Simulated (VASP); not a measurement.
# Ru (Fd-3m) in VASP: notebook

Ru is run at these levels: PBE; tasks: single point.

Program: VASP 6.6.1. These are calculated values, not measurements. Logs are shortened: lines on timing, memory, paths and dates and some standing lists are left out, and cuts for length are marked.

## Step 1: The cell of the first run

It takes space group Fd-3m (No. 227, cubic). Conventional cell: a = 5.122 Å, b = 5.122 Å, c = 5.122 Å, α = 90.00°, β = 90.00°, γ = 90.00°. Within 2.9 Å of Ru (site symmetry -43m) lie 4 Ru at 2.22 Å.

## Step 2: Single point, PBE

INCAR

```
PREC     = Accurate       # precision mode
ENCUT    = 520            # plane-wave cutoff, eV
EDIFF    = 1E-6           # SCF threshold, eV
ISMEAR   = -1             # smearing method
SIGMA    = 0.1            # smearing width, eV
LREAL    = False          # projectors in reciprocal space
LASPH    = True           # aspherical terms in the spheres
NELM     = 80             # most SCF steps
ALGO     = Normal         # electronic algorithm
ISIF     = 2              # what is computed and relaxed
LWAVE    = False          # write WAVECAR
LCHARG   = False          # write CHGCAR
GGA      = PE             # functional
NBANDS   = 21             # bands
```

KPOINTS

```
regular mesh
0
Gamma
  13 13 13
```

POSCAR

```
Ru
1.0
    0.0000000000      2.5609151524      2.5609151524
    2.5609151524      0.0000000000      2.5609151524
    2.5609151524      2.5609151524      0.0000000000
Ru
2
Direct
   -0.1250000000     -0.1250000000     -0.1250000000
    0.1250000000      0.1250000000      0.1250000000
```

Potentials or basis: VASP PAW PBE potentials, release 64 (Ru_pv).

The run is started by

```sh
> cat potpaw_PBE.64/Ru_pv/POTCAR > POTCAR
> mpirun -np 1 vasp_std > vasp.out
```

OUTCAR:

```text
PREC = Accurate
   ENCUT = 520
   EDIFF = 1E-6
   ISMEAR = -1
   LREAL = False
   LASPH = True
   NELM = 80
   ISIF = 2
   GGA = PE

 ion  position               nearest neighbor table
   1  0.875  0.875  0.875-   2 2.22   2 2.22   2 2.22   2 2.22
   2  0.125  0.125  0.125-   1 2.22   1 2.22   1 2.22   1 2.22

  LATTYP: Found a face centered cubic cell.
 ALAT       =     5.1218303048

  Lattice vectors:

 A1 = (   0.0000000000,   2.5609151524,   2.5609151524)
 A2 = (   2.5609151524,   0.0000000000,   2.5609151524)
 A3 = (   2.5609151524,   2.5609151524,   0.0000000000)

Analysis of symmetry for initial positions (statically):
[... 6 lines left out ...]

 Subroutine GETGRP returns: Found 48 space group operations
 (whereof 12 operations were pure point group operations)
 out of a pool of 48 trial point group operations.

The static configuration has the point symmetry D_3d.
 The point group associated with its full space group is O_h .

Analysis of symmetry for dynamics (positions and initial velocities):
[... 6 lines left out ...]

 Subroutine GETGRP returns: Found 48 space group operations
 (whereof 12 operations were pure point group operations)
 out of a pool of 48 trial point group operations.

The dynamic configuration has the point symmetry D_3d.
 The point group associated with its full space group is O_h .

 Subroutine INISYM returns: Found 48 space group operations
 (whereof 12 operations are pure point group operations),
 and found     1 'primitive' translations

----------------------------------------------------------------------------------------

                                     Primitive cell

  volume of cell :      33.5904

  direct lattice vectors                    reciprocal lattice vectors
     0.000000000  2.560915152  2.560915152    -0.195242704  0.195242704  0.195242704
     2.560915152  0.000000000  2.560915152     0.195242704 -0.195242704  0.195242704
     2.560915152  2.560915152  0.000000000     0.195242704  0.195242704 -0.195242704

  length of vectors
     3.621680941  3.621680941  3.621680941     0.338170284  0.338170284  0.338170284

  position of ions in fractional coordinates (direct lattice)
     0.875000000  0.875000000  0.875000000
     0.125000000  0.125000000  0.125000000

  ion indices of the primitive-cell ions
   primitive index   ion index
                 1           1
                 2           2

----------------------------------------------------------------------------------------

 KPOINTS: regular mesh

Automatic generation of k-mesh.
 Grid dimensions read from file:
 generate k-points for:   13   13   13

 Generating k-lattice:

  Cartesian coordinates                     Fractional coordinates (reciprocal lattice)
    -0.015018670  0.015018670  0.015018670     0.076923077  0.000000000  0.000000000
     0.015018670 -0.015018670  0.015018670     0.000000000  0.076923077  0.000000000
     0.015018670  0.015018670 -0.015018670     0.000000000  0.000000000  0.076923077

  Length of vectors
     0.026013099  0.026013099  0.026013099

  Shift w.r.t. Gamma in fractional coordinates (k-lattice)
     0.000000000  0.000000000  0.000000000

 Subroutine IBZKPT returns following result:
 ===========================================

 Found     84 irreducible k-points:

 Following reciprocal coordinates:
            Coordinates               Weight
  0.000000  0.000000  0.000000      1.000000
  0.076923  0.000000  0.000000      8.000000
  0.153846  0.000000  0.000000      8.000000
  0.230769  0.000000  0.000000      8.000000
  0.307692  0.000000  0.000000      8.000000
  0.384615  0.000000  0.000000      8.000000
[... 16 lines left out ...]
  0.384615  0.153846  0.000000     24.000000
  0.461538  0.153846  0.000000     24.000000
 [... further k-points ...]
   k-points           NKPTS =     84   k-points in BZ     NKDIM =     84   number of bands    NBANDS=     21
   number of dos      NEDOS =    301   number of ions     NIONS =      2
   total plane-waves  NPLWV =  21952
   dimension x,y,z NGX =    28 NGY =   28 NGZ =   28
   dimension x,y,z NGXF=    56 NGYF=   56 NGZF=   56
   ions per type =               2
   NGX,Y,Z   is equivalent  to a cutoff of  12.85, 12.85, 12.85 a.u.
   NGXF,Y,Z  is equivalent  to a cutoff of  25.71, 25.71, 25.71 a.u.
 SYSTEM =  unknown system
   PREC   = accura    normal or accurate (medium, high low for compatibility)
   ISTART =      0    job   : 0-new  1-cont  2-samecut
   ICHARG =      2    charge: 1-file 2-atom 10-const
   ISPIN  =      1    spin polarized calculation?
   LNONCOLLINEAR =      F non collinear calculations
   LSORBIT =      F    spin-orbit coupling
   LASPH  =      T    aspherical Exc in radial PAW
   ENCUT  =  520.0 eV  38.22 Ry    6.18 a.u.   6.73  6.73  6.73*2*pi/ulx,y,z
   NELM   =     80;   NELMIN=  2; NELMDL= -5     # of ELM steps
   EDIFF  = 0.1E-05   stopping-criterion for ELM
   LREAL  =      F    real-space projection
   EDIFFG = 0.1E-04   stopping-criterion for IOM
   NSW    =      0    number of steps for IOM
   IBRION =     -1    ionic relax: 0-MD 1-quasi-New 2-CG
   NFREE  =      0    steps in history (QN), initial steepest desc. (CG)
   ISIF   =      2    stress and relaxation
   ISYM   =      2    0-nonsym 1-usesym 2-fastsym
   POTIM  = 0.5000    time-step for ionic-motion
   TEBEG  =    0.0;   TEEND  =   0.0 temperature during run
   PSTRESS=    0.0 pullay stress
   NELECT =      28.0000    total number of electrons
   NUPDOWN=      -1.0000    fix difference up-down
   EMIN   =  10.00;   EMAX   =-10.00  energy-range for DOS
   EFERMI =   0.00;   METHOD = LEGACY
   ISMEAR =    -1;   SIGMA  =   0.10  broadening in eV -4-tet -1-fermi 0-gaus
   EFERMI_NEDOS =   21; number of points for ismear=-14 and -15
   IALGO  =     38    algorithm
   IMIX   =      4    mixing-type and parameters
     AMIX     =   0.40;   BMIX     =  1.00
     AMIX_MAG =   1.60;   BMIX_MAG =  1.00
  volume/ion in A,a.u.               =      16.80       113.34
  Fermi-wavevector in a.u.,A,eV,Ry     =   1.540715  2.911529 32.297548  2.373803
  Thomas-Fermi vector in A             =   2.646763
   LORBIT       =      0    0 simple, 1 ext, 2 COOP (PROOUT), +10 PAW based schemes
   GGA     = PE    functional components
   LHFCALC =     F    Hartree Fock is set to
   AEXX    =    0.0000 exact exchange contribution
   IVDW    =     0    specifies the selected vdW correction
   LEPSILON=     F    determine dielectric tensor
   LRPA    =     F    only Hartree local field effects (RPA)
 non-spin polarized calculation
  energy-cutoff  :      520.00
  volume of cell :       33.59
 maximum number of plane-waves:       926
   NGX = 13   NGY = 13   NGZ = 13

 number of electron      27.9999994 magnetization

 Free energy of the ion-electron system (eV)
  ---------------------------------------------------
  ext. energy  EPLUGINS =         0.00000000
  ---------------------------------------------------
  free energy    TOTEN  =       -15.21569089 eV

  energy without entropy =      -15.16607559  energy(sigma->0) =      -15.19088324

 E-fermi :   9.6436     XC(G=0): -12.3848

 val. band max:        9.6424625314   @ k =   0.3077   0.1538   0.0769
 cond. band min:       9.6845985183   @ k =   0.3846   0.0000   0.0000
 fundamental gap:      0.0421359869
 Fermi energy:         9.6435704002

 k-point     1 :       0.0000    0.0000    0.0000
  band No.  band energies     occupation
      1     -34.1014      2.00000
      2     -34.1014      2.00000
      3     -34.1014      2.00000
      4     -32.6609      2.00000
      5     -32.6609      2.00000
      6     -32.6609      2.00000
[... 13 lines left out ...]
     20      22.7500      0.00000
     21      23.2879      0.00000

 k-point     2 :       0.0769    0.0000    0.0000
  band No.  band energies     occupation
      1     -34.1121      2.00000
      2     -34.1121      2.00000
      3     -34.1007      2.00000
      4     -32.6617      2.00000
      5     -32.6492      2.00000
      6     -32.6492      2.00000
[... 13 lines left out ...]
     20      21.8032      0.00000
     21      23.3094      0.00000

 k-point     3 :       0.1538    0.0000    0.0000
  band No.  band energies     occupation
      1     -34.1409      2.00000
      2     -34.1409      2.00000
      3     -34.0991      2.00000
      4     -32.6637      2.00000
      5     -32.6176      2.00000
      6     -32.6176      2.00000
[... 13 lines left out ...]
     20      20.6997      0.00000
     21      22.5092      0.00000

 k-point     4 :       0.2308    0.0000    0.0000
  band No.  band energies     occupation
      1     -34.1795      2.00000
      2     -34.1795      2.00000
      3     -34.0975      2.00000
      4     -32.6654      2.00000
      5     -32.5749      2.00000
      6     -32.5749      2.00000
[... 13 lines left out ...]
     20      20.4349      0.00000
     21      21.2955      0.00000

 k-point     5 :       0.3077    0.0000    0.0000
  band No.  band energies     occupation
      1     -34.2184      2.00000
      2     -34.2184      2.00000
      3     -34.0969      2.00000
      4     -32.6659      2.00000
      5     -32.5317      2.00000
      6     -32.5317      2.00000
[... 13 lines left out ...]
     20      20.4346      0.00000
     21      20.8036      0.00000
[... 382 lines left out ...]
     20      20.4353      0.00000
     21      20.9426      0.00000

 k-point    22 :       0.3077    0.1538    0.0000
  band No.  band energies     occupation
      1     -34.2753      2.00000
      2     -34.2643      2.00000
      3     -33.9517      2.00000
      4     -32.8169      2.00000
      5     -32.4816      2.00000
      6     -32.4737      2.00000
[... 13 lines left out ...]
     20      20.4300      0.00000
     21      20.5061      0.00000

 k-point    23 :       0.3846    0.1538    0.0000
  band No.  band energies     occupation
      1     -34.3232      2.00000
      2     -34.2930      2.00000
      3     -33.9255      2.00000
      4     -32.8399      2.00000
      5     -32.4494      2.00000
      6     -32.4249      2.00000
[... 13 lines left out ...]
     20      20.1451      0.00000
     21      20.4356      0.00000

 k-point    24 :       0.4615    0.1538    0.0000
  band No.  band energies     occupation
      1     -34.3624      2.00000
      2     -34.3069      2.00000
      3     -33.9092      2.00000
      4     -32.8526      2.00000
      5     -32.4335      2.00000
      6     -32.3854      2.00000
[... 13 lines left out ...]
     20      19.9321      0.00000
     21      20.4341      0.00000

 [... further k-points ...]
[... 5 lines left out ...]
  --------------------------------------------------------------------------------------
  -------------------------------------------------------------------------------------
  Total       10.2824302     10.2824302     10.2824302      0.0000000     -0.0000000     -0.0000000
  in kB      490.4455389    490.4455389    490.4455389      0.0000000     -0.0000000     -0.0000000
  external PRESSURE =     490.4455389 kB  Pullay stress =       0.0000000 kB

 VOLUME and BASIS-vectors are now :
 -----------------------------------------------------------------------------
  energy-cutoff  :      520.00
  volume of cell :       33.59
      direct lattice vectors                 reciprocal lattice vectors
     0.000000000  2.560915152  2.560915152    -0.195242704  0.195242704  0.195242704
     2.560915152  0.000000000  2.560915152     0.195242704 -0.195242704  0.195242704
     2.560915152  2.560915152  0.000000000     0.195242704  0.195242704 -0.195242704

 POSITION                                       TOTAL-FORCE (eV/Angst)
 -----------------------------------------------------------------------------------
      4.48160      4.48160      4.48160         0.000000      0.000000      0.000000
      0.64023      0.64023      0.64023        -0.000000     -0.000000     -0.000000
 -----------------------------------------------------------------------------------
    total drift:                                0.000000     -0.000000     -0.000000

  FREE ENERGIE OF THE ION-ELECTRON SYSTEM (eV)
  ---------------------------------------------------
  free  energy   TOTEN  =       -15.2156908903 eV

  energy  without entropy=      -15.1660755907  energy(sigma->0) =      -15.19088324
```

Run time: 54 s. Hardware: 1 thread of Intel Xeon Platinum 8259CL at 2.50GHz (Skylake/Cascade Lake), shared host; peak memory 0.19 GiB.

What came out:

```
Free energy            : -15.2157 eV
Pressure               : 49.0 GPa
Band gap on the k mesh : zero (band 14 reaches 10.16 eV, above the bottom of band 15 at 9.03 eV)
```

## Step 3: Single point, PBE

INCAR

```
SYSTEM = Ru
PREC = Accurate
ENCUT = 520
EDIFF = 1E-7
ISMEAR = -1
SIGMA = 0.1
LREAL = .FALSE.
LASPH = .TRUE.
NELM = 80
ALGO = Normal
ISIF = 2
LWAVE = .FALSE.
LCHARG = .FALSE.
GGA = PE
NBANDS = 21
```

KPOINTS

```
regular mesh
0
G
  13 13 13
  0 0 0
```

POSCAR

```
Ru
1.0
    0.0000000000      2.5610535535      2.5610535535
    2.5610535535      0.0000000000      2.5610535535
    2.5610535535      2.5610535535      0.0000000000
Ru
2
Direct
   -0.1250000000     -0.1250000000     -0.1250000000
    0.1250000000      0.1250000000      0.1250000000
```

Potentials or basis: VASP PAW PBE potentials, release 64 (Ru_pv).

The run is started by

```sh
> cat potpaw_PBE.64/Ru_pv/POTCAR > POTCAR
> mpirun -np 1 vasp_std > vasp.out
```

It took 60 s on 1 thread of Intel Xeon Platinum 8259CL at 2.50GHz (Skylake/Cascade Lake), shared host; peak memory 0.18 GiB.

Results (log left out):

```
Free energy            : -15.2174 eV
Pressure               : 49.0 GPa
Band gap on the k mesh : zero (band 14 reaches 10.16 eV, above the bottom of band 15 at 9.03 eV)
```

Levels at points of the mesh, in eV from the Fermi level:
```
           k point  band 10  band 11  band 12  band 13  band 14  band 15  band 16  band 17  band 18  band 19
(0.00, 0.00, 0.00)    -3.87    -3.87    -3.87    -0.54    -0.54    -0.54     2.51     2.51    10.79    10.79
```
